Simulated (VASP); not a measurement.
Input of a VASP 6.6.1 run:

Contents of INCAR:

```
SYSTEM = HfC
PREC     = Accurate       ! precision mode
ENCUT    = 520            ! plane-wave cutoff, eV
EDIFF    = 1E-6           ! SCF threshold, eV
ISMEAR   = -1             ! smearing method
SIGMA    = 0.05           ! smearing width, eV
LREAL    = .FALSE.        ! projectors in reciprocal space
LASPH    = .TRUE.         ! aspherical terms in the spheres
NELM     = 60             ! most SCF steps
ALGO     = Normal         ! electronic algorithm
ISIF     = 2              ! what is computed and relaxed
LWAVE    = .FALSE.        ! write WAVECAR
LCHARG   = .FALSE.        ! write CHGCAR
GGA      = B5             ! functional
ALDAX    = 1.0          
AGGAX    = 1.0          
AGGAC    = 1.0          
ALDAC    = 0.0          
NBANDS   = 14             ! bands
```

KPOINTS

```
regular mesh
0
G
  10 10 10
  0 0 0
```

File POSCAR:

```
HfC
1.0
    0.0000000000      2.3250000000      2.3250000000
    2.3250000000      0.0000000000      2.3250000000
    2.3250000000      2.3250000000      0.0000000000
Hf C
1 1
Direct
    0.5000000000      0.5000000000      0.5000000000
    0.0000000000      0.0000000000      0.0000000000
```

Potentials or basis: VASP PAW PBE potentials, release 64 (Hf_pv, C).

Launch:

```bash
$ cat potpaw_PBE.64/Hf_pv/POTCAR potpaw_PBE.64/C/POTCAR > POTCAR
$ mpirun -np 1 vasp_std > vasp.out
```

(1) What does it give for the pressure?

(2) What does it give for the band gap on the k mesh?

Results:

(1) 7.6 GPa.

(2) zero (bands 7 and 8 overlap by 1.36 eV).

Caveat: the cell stands under pressure; the PAW data sets were made with another functional, which shifts forces and pressure a little; spin-orbit coupling is left out, which moves the levels of the heavy elements.
